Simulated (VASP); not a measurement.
Here is a VASP 6.6.1 calculation.

The input INCAR:

```
SYSTEM = Re
ALGO     = Normal         ! electronic algorithm
EDIFF    = 1E-7           ! SCF threshold, eV
ENCUT    = 520            ! plane-wave cutoff, eV
GGA      = PE             ! functional
ISIF     = 2              ! what is computed and relaxed
ISMEAR   = -1             ! smearing method
LASPH    = .TRUE.         ! aspherical terms in the spheres
LCHARG   = .FALSE.        ! write CHGCAR
LREAL    = .FALSE.        ! projectors in reciprocal space
LWAVE    = .FALSE.        ! write WAVECAR
NBANDS   = 14             ! bands
NELM     = 100            ! most SCF steps
PREC     = Accurate       ! precision mode
SIGMA    = 0.1            ! smearing width, eV
```

The input KPOINTS:

```
k-points
0
G
  18 18 18
  0 0 0
```

File POSCAR:

```
Re
1.0
   -2.5184255564      2.5184255564      1.3020871887
    2.5184255564     -2.5184255564      1.3020871887
    2.5184255564      2.5184255564     -1.3020871887
Re
2
Direct
   -0.3750000000     -0.1250000000     -0.2500000000
    0.3750000000      0.1250000000      0.2500000000
```

Potentials or basis: VASP PAW PBE potentials, release 64 (Re).

The run is started by

```bash
$ cat potpaw_PBE.64/Re/POTCAR > POTCAR
$ mpirun -np 1 vasp_std > vasp.out
```

Question: Estimate the pressure.

Answer: -1.0 GPa.

Question: Predict the band gap on the k mesh.

Answer: Zero (bands 7 and 8 overlap by 2.10 eV).

Caveat: spin-orbit coupling is left out, which moves the levels of the heavy elements.
